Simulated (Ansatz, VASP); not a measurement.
**One calculation of MnS, two programs**

```
Mn S
1.0
     3.97600    0.00000    0.00000
    -1.98800    3.44332    0.00000
     0.00000    0.00000    6.43200
Mn S
2 2
Direct
  0.33333 0.66667 0.00000
  0.66667 0.33333 0.50000
  0.33333 0.66667 0.38500
  0.66667 0.33333 0.88500
```

Alike in both runs: task single point; functional PBE; k mesh 6 × 6 × 3; occupations gaussian, width 0.05 eV; collinear spin; Hubbard terms Mn d U = 5.0 eV.

```csv
,VASP,Ansatz
version,VASP 6.6.1,Ansatz 0.2.0
potentials or method,"VASP PAW PBE potentials, release 64 (Mn_sv, S), cutoff 600 eV","scalar-relativistic, plane waves, PAW"
valence electrons in the cell,42,42
```

```csv
,VASP,Ansatz,Ansatz less VASP
gap on the k mesh at the Fermi level (eV),1.53,1.49,-0.040
least direct gap on the mesh (eV),1.53,1.49,-0.040
pressure (GPa),4.5,5.8,+1.33
"traceless stress, the component that is largest in VASP (GPa)",-1.79,-1.72,+0.077
rms of the force components (eV/Å),0.132,0.146,+0.0146
net moment per atom (μB),2.50,2.50,0.000
size of the moment on the site where the two differ most (μB),4.46,4.37,-0.094
```

Site moments also hang on the region over which each program counts them. The programs project onto different local orbitals, so the same U acts differently, and such runs can settle in different states. Atom by atom the forces differ by 0.015 eV/Å (rms over components).
